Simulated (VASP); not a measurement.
InAs2, 3 atoms in the cell. Symmetry: Fm-3m, No. 225, cubic system. Conventional cell: a = 6.690 Å, b = 6.690 Å, c = 6.690 Å, α = 90.00°, β = 90.00°, γ = 90.00°. In (site symmetry m-3m) has 8 As at 2.90 Å within 3.8 Å. Within 3.8 Å of As (site symmetry -43m) lie 4 In at 2.90 Å and 6 As at 3.34 Å. 

* Program: VASP 6.6.1
* Task: single point
* Functional: PBE
* Potentials or basis: VASP PAW PBE potentials, release 64 (In_d, As)
* Cutoff: 520 eV
* k mesh: 6 × 6 × 6
* Occupations: gaussian, width 0.1 eV
* Spin: no spin polarisation
* Dipole correction: no
* Further INCAR settings: ALGO = Normal; EDIFF = 1e-06; NBANDS = 18

Potentials or basis: VASP PAW PBE potentials, release 64 (In_d, As).

Command:

```sh
$ cat potpaw_PBE.64/In_d/POTCAR potpaw_PBE.64/As/POTCAR > POTCAR
$ mpirun -np 1 vasp_std > vasp.out
```

Hardware: 1 thread of Intel(R) Xeon(R) 6975P-C (Granite Rapids), with other jobs on the host.

Estimate the wall time of this run.

Run time: 10 s on 1 thread of Intel(R) Xeon(R) 6975P-C (Granite Rapids) (shared host), peak memory 0.2 GiB. Counts: scf iterations 13, k points 16.
